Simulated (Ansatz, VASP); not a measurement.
Nb in VASP and in Ansatz

```xyz
1
Lattice="-1.6603 1.6603 1.6603 1.6603 -1.6603 1.6603 1.6603 1.6603 -1.6603" Properties=species:S:1:pos:R:3 pbc="T T T"
Nb    0.0000    0.0000    0.0000
```

Alike in both runs: task single point; functional revPBE; k mesh 22 × 22 × 22; occupations fermi-dirac, width 0.05 eV; collinear spin.

```csv
,VASP,Ansatz
version,VASP 6.6.1,Ansatz 0.2.0
potentials or method,"VASP PAW PBE potentials, release 64 (Nb_sv), cutoff 520 eV","plane waves (420 eV) with PAW, scalar-relativistic"
valence electrons in the cell,13,13
```

|  | VASP | Ansatz | Ansatz less VASP |
| --- | --- | --- | --- |
| net moment per atom (μB) | 0.00 | 0.00 | 0.000 |

VASP's potentials were made for PBE, not for revPBE. The functional is the same, so the differences come from potentials, cutoffs and numerics. Ansatz's warnings: seeded moment not kept.
